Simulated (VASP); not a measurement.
Here is a VASP 6.6.1 calculation.

Contents of INCAR:

```
SYSTEM = AlN
PREC     = Accurate       ! precision mode
ENCUT    = 600            ! plane-wave cutoff, eV
EDIFF    = 1E-8           ! SCF threshold, eV
ISMEAR   = 0              ! smearing method
SIGMA    = 0.01           ! smearing width, eV
LREAL    = .False.        ! projectors in reciprocal space
LASPH    = .True.         ! aspherical terms in the spheres
NELM     = 80             ! most SCF steps
ALGO     = Normal         ! electronic algorithm
ISIF     = 3              ! what is computed and relaxed
LWAVE    = .False.        ! write WAVECAR
LCHARG   = .True.         ! write CHGCAR
GGA      = PS             ! functional
IBRION   = 6              ! ionic algorithm
NFREE    = 2            
POTIM    = 0.015          ! step
NSW      = 1              ! ionic steps
```

The input KPOINTS:

```
regular mesh
0
Gamma
  8 8 6
  0 0 0
```

The input POSCAR:

```
AlN
1.0
    3.0824771266      0.0000000000      0.0000000000
   -1.5412385633      2.6695034982      0.0000000000
    0.0000000000      0.0000000000      4.9210768564
Al N
2 2
Direct
    0.3333333333      0.6666666667     -0.0013567581
    0.6666666667      0.3333333333      0.4986432419
    0.3333333333      0.6666666667      0.3813567581
    0.6666666667      0.3333333333      0.8813567581
```

Potentials or basis: VASP PAW PBE potentials, release 64 (Al, N).

The run is started by

```sh
$ cat potpaw_PBE.64/Al/POTCAR potpaw_PBE.64/N/POTCAR > POTCAR
$ mpirun -np 1 vasp_std > vasp.out
```

(1) Estimate the Voigt bulk modulus.

(2) What does it give for the highest phonon frequency at Γ, LO-TO splitting left out?

Answers

(1) 222 GPa.

(2) 742 cm⁻¹.

Caveat: the cell is under stress, which shifts elastic constants; the PAW data sets were made with another functional, which shifts forces and pressure a little.
